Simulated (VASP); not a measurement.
The system is KZnF3.

```
K Zn F
1.0
     4.12756    0.00000    0.00000
     0.00000    4.12756    0.00000
     0.00000    0.00000    4.12756
K Zn F
1 1 3
Direct
  0.00000 0.00000 0.00000
  0.50000 0.50000 0.50000
  0.50000 0.50000 0.00000
  0.00000 0.50000 0.50000
  0.50000 0.00000 0.50000
```

| Quantity | Value |
| --- | --- |
| Program | VASP 6.6.1 |
| Task | relaxation of cell and atoms |
| Functional | LDA |
| Potentials or basis | VASP PAW LDA potentials, release 64 (K_sv, Zn, F) |
| Cutoff | 600 eV |
| k mesh | 6 × 6 × 6 |
| Occupations | fermi-dirac, width 0.02 eV |
| Spin | no spin polarisation |

At the start: pressure -8.1 GPa; volume 14.06 Å³/atom.

**Question.** Where does the relaxation end?

**Answer.** Over 3 steps the energy falls by 41.8 meV/atom and the volume is 12.59 Å³/atom (-10.5 %); space group Pm-3m (No. 221, to 0.05 Å).

Step by step:
```
step  energy change (eV)  largest force (eV/Å)  pressure (GPa)  volume (Å³)
   1              0.0000                0.0000           -8.13        70.32
   2             -0.2085                0.0000           -0.54        63.30
   3             -0.2091                0.0000            0.02        62.95
```

Final structure:
```
K Zn F
1.0
     3.97802    0.00000    0.00000
     0.00000    3.97802    0.00000
     0.00000    0.00000    3.97802
K Zn F
1 1 3
Direct
  0.00000 0.00000 0.00000
  0.50000 0.50000 0.50000
  0.50000 0.50000 0.00000
  0.00000 0.50000 0.50000
  0.50000 0.00000 0.50000
```

Caveat: the volume moved by -10 % from the deposited cell, more than functionals usually miss.
